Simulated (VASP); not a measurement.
# P (Imma) in VASP: a series of runs, part 2 of 2

VASP 6.6.1.

### Step 4. Single point, PBEsol (strain +0.040 along x and y, -0.080 along z)

File INCAR:

```
PREC = Accurate
ENCUT = 520
EDIFF = 1E-7
ISMEAR = 0
SIGMA = 0.15
LREAL = False
LASPH = True
NELM = 80
ALGO = Fast
ISIF = 2
LWAVE = False
LCHARG = True
GGA = PS
LELF = True
LVHAR = True
NBANDS = 12
```

File KPOINTS:

```
regular mesh
0
Gamma
  18 18 18
```

File POSCAR:

```
P
1.0
   -1.7591704448      2.6157716388      1.7102286049
    1.7591704448     -2.6157716388      1.7102286049
    1.7591704448      2.6157716388     -1.7102286049
P
2
Direct
    0.8033091100      0.0533091100      0.7500000000
    0.1966908900      0.9466908900      0.2500000000
```

Potentials or basis: VASP PAW PBE potentials, release 64 (P).

The run is started by

```bash
$ cat potpaw_PBE.64/P/POTCAR > POTCAR
$ mpirun -np 1 vasp_std > vasp.out
```

OUTCAR:

```text
PREC = Accurate
   ENCUT = 520
   EDIFF = 1E-7
   ISMEAR = 0
   LREAL = False
   LASPH = True
   NELM = 80
   ISIF = 2
   GGA = PS

 ion  position               nearest neighbor table
   1  0.803  0.053  0.750-   2 2.21   2 2.21   2 2.64   2 2.64   2 2.72   2 2.72
   2  0.197  0.947  0.250-   1 2.21   1 2.21   1 2.64   1 2.64   1 2.72   1 2.72

  LATTYP: Found a body centered orthorhombic cell.
 ALAT       =     3.4204572098
 B/A-ratio  =     1.0286171333
 C/A-ratio  =     1.5294865443

  Lattice vectors:

 A1 = (   1.7591704448,   2.6157716388,  -1.7102286049)
 A2 = (  -1.7591704448,   2.6157716388,   1.7102286049)
 A3 = (   1.7591704448,  -2.6157716388,   1.7102286049)

Analysis of symmetry for initial positions (statically):
=====================================================================
 Subroutine PRICEL returns:
 Original cell was already a primitive cell.

 Routine SETGRP: Setting up the symmetry group for a
 body centered orthorhombic supercell.

 Subroutine GETGRP returns: Found  8 space group operations
 (whereof  4 operations were pure point group operations)
 out of a pool of  8 trial point group operations.
[... 170 lines left out ...]
 fundamental gap:      0.0056833020
 Fermi energy:         8.6325680960

 k-point     1 :       0.0000    0.0000    0.0000
  band No.  band energies     occupation
      1      -7.4680      2.00000
      2       5.0031      2.00000
      3       6.2055      2.00000
      4       6.5182      2.00000
      5       7.5587      2.00000
      6      10.3082      0.00000
      7      10.8931      0.00000
      8      13.2830      0.00000
      9      14.2498      0.00000
     10      15.1220      0.00000
     11      15.3450      0.00000
     12      16.0214      0.00000
[... 331 lines left out ...]
 k-point    24 :      -0.2778    0.0556   -0.0000
  band No.  band energies     occupation
      1      -6.5596      2.00000
      2       1.7990      2.00000
      3       4.5940      2.00000
      4       7.1159      2.00000
      5       7.9658      2.00000
      6       9.4330      0.00000
      7      10.5615      0.00000
      8      11.9969      0.00000
      9      14.3721      0.00000
     10      15.8671      0.00000
     11      16.0655      0.00000
     12      20.0062      0.00000

 [... further k-points ...]
[... 5 lines left out ...]
  --------------------------------------------------------------------------------------
  -------------------------------------------------------------------------------------
  Total       -0.3521413     -2.5340750      2.3033023      0.0000000      0.0000000      0.0000000
  in kB      -17.9227911   -128.9757726    117.2302286      0.0000000      0.0000000      0.0000000
  external PRESSURE =      -9.8894450 kB  Pullay stress =       0.0000000 kB

 VOLUME and BASIS-vectors are now :
 -----------------------------------------------------------------------------
  energy-cutoff  :      520.00
  volume of cell :       31.48
      direct lattice vectors                 reciprocal lattice vectors
    -1.759170445  2.615771639  1.710228605     0.000000000  0.191148185  0.292358576
     1.759170445 -2.615771639  1.710228605     0.284224875  0.000000000  0.292358576
     1.759170445  2.615771639 -1.710228605     0.284224875  0.191148185  0.000000000

 POSITION                                       TOTAL-FORCE (eV/Angst)
 -----------------------------------------------------------------------------------
     -0.00000      3.92366      0.18234         0.000000     -0.000000     -0.928970
      1.75917     -1.30789      1.52789        -0.000000      0.000000      0.928970
 -----------------------------------------------------------------------------------
    total drift:                                0.000000     -0.000000     -0.000000

  FREE ENERGIE OF THE ION-ELECTRON SYSTEM (eV)
  ---------------------------------------------------
  free  energy   TOTEN  =       -11.3940807044 eV

  energy  without entropy=      -11.3908411472  energy(sigma->0) =      -11.39246093
```

OSZICAR:

```text
N       E                     dE             d eps       ncg     rms          rms(c)
DAV:   1     0.179065611139E+02    0.17907E+02   -0.44566E+03 20792   0.718E+02
DAV:   2    -0.104024035213E+02   -0.28309E+02   -0.27062E+02 27328   0.112E+02
DAV:   3    -0.114368904102E+02   -0.10345E+01   -0.10240E+01 26804   0.199E+01
DAV:   4    -0.114434620643E+02   -0.65717E-02   -0.65543E-02 24548   0.189E+00
DAV:   5    -0.114435114281E+02   -0.49364E-04   -0.49358E-04 27080   0.158E-01    0.683E+00
RMM:   6    -0.114106509856E+02    0.32860E-01   -0.67341E-03 20848   0.488E-01    0.407E+00
RMM:   7    -0.113940965795E+02    0.16554E-01   -0.16064E-02 21668   0.797E-01    0.929E-02
RMM:   8    -0.113940531510E+02    0.43429E-04   -0.13555E-03 23381   0.264E-01    0.324E-02
RMM:   9    -0.113940749850E+02   -0.21834E-04   -0.22396E-04 25130   0.108E-01    0.486E-02
RMM:  10    -0.113940805393E+02   -0.55543E-05   -0.32184E-05 24390   0.437E-02    0.262E-02
RMM:  11    -0.113940806439E+02   -0.10463E-06   -0.97888E-06 25471   0.216E-02    0.133E-02
RMM:  12    -0.113940807262E+02   -0.82334E-07   -0.16392E-06 25328   0.963E-03    0.547E-03
RMM:  13    -0.113940807044E+02    0.21845E-07   -0.35197E-07 20286   0.439E-03
   1 F= -.11394081E+02 E0= -.11392461E+02  d E =-.323956E-02
```

stdout:

```text
POSCAR found type information on POSCAR P
 POSCAR found :  1 types and       2 ions
 scaLAPACK will be used
 -----------------------------------------------------------------------------
|                                                                             |
|                                                                             |
|     You enforced a specific xc type in the INCAR file but a different       |
|     I HOPE YOU KNOW WHAT YOU ARE DOING!                                     |
|                                                                             |
 -----------------------------------------------------------------------------

 LDA part: xc-table for (Slater+PW92), standard interpolation
 POSCAR, INCAR and KPOINTS ok, starting setup
 FFT: planning ... GRIDC
 FFT: planning ... GRID_SOFT
 FFT: planning ... GRID
 WAVECAR not read
 entering main loop
```

It took 8.6 min on 1 thread of Oxide Virtual Turin-like, shared host; peak memory 0.31 GiB.

What came out:

```
Free energy            : -11.3941 eV
Pressure               : -1.0 GPa
Largest force          : 0.929 eV/Å
Band gap on the k mesh : zero (bands 5 and 6 overlap by 1.18 eV)
```

Forces on the atoms (eV/Å):
```
P    0.000  0.000 -0.929
P    0.000  0.000  0.929
```

Levels at points of the mesh, in eV from the Fermi level:
```tsv
k point	band 1	band 2	band 3	band 4	band 5	band 6	band 7	band 8	band 9	band 10
(0.00, 0.00, 0.00)	-16.10	-3.63	-2.43	-2.11	-1.07	1.68	2.26	4.65	5.62	6.49
(0.50, 0.00, 0.00)	-13.26	-10.58	-3.46	-1.81	-1.16	0.01	0.54	1.75	9.69	10.36
(0.00, 0.50, 0.00)	-11.79	-9.88	-6.53	-5.60	-4.46	0.57	6.41	8.46	9.24	10.33
(0.50, 0.50, 0.00)	-12.27	-12.27	-2.47	-2.47	-0.13	-0.13	1.72	1.72	10.63	10.63
(0.50, 0.50, 0.50)	-13.12	-8.13	-6.59	-5.61	-3.98	0.25	7.61	8.36	8.64	9.38
```

Caveat: the cell differs from its parent crystal (strain +0.040 along x and y, -0.080 along z); the stress differs along the axes, from -13 to 12 GPa; the PAW data sets were made with another functional, which shifts forces and pressure a little.

### Step 5. Overview

| cell | further INCAR settings | gap on the mesh (eV) | pressure (GPa) | largest force (eV/Å) |
| --- | --- | --- | --- | --- |
| a = 3.517 Å, angles 122.5, 88.7, 119.0°, 2 atoms | ALGO = Fast; EDIFF = 1e-07; NBANDS = 12 | none | 3.2 | 0.90 |
| a = 3.535 Å, angles 125.3, 93.8, 110.8°, 2 atoms | ALGO = Fast; EDIFF = 1e-06; NBANDS = 12 | none | 0.6 | 0.16 |
| a = 3.586 Å, angles 121.3, 86.3, 123.0°, 2 atoms | ALGO = Fast; EDIFF = 1e-07; NBANDS = 12 | none | -1.0 | 0.93 |

Alike in all rows: task single point; level PBEsol; potentials or basis VASP PAW PBE potentials, release 64 (P); no spin polarisation; k mesh 18 × 18 × 18; cutoff (eV) 520; smearing gaussian 0.15 eV.

Caveats: the PAW data sets were made with another functional, which shifts forces and pressure a little; the stress differs along the axes, from -3 to 7 GPa (at least some runs); the stress differs along the axes, from -7 to 7 GPa (at least some runs); the stress differs along the axes, from -13 to 12 GPa (at least some runs).

Total energies depend on the potentials used, so only differences within one code and one set of settings carry meaning.
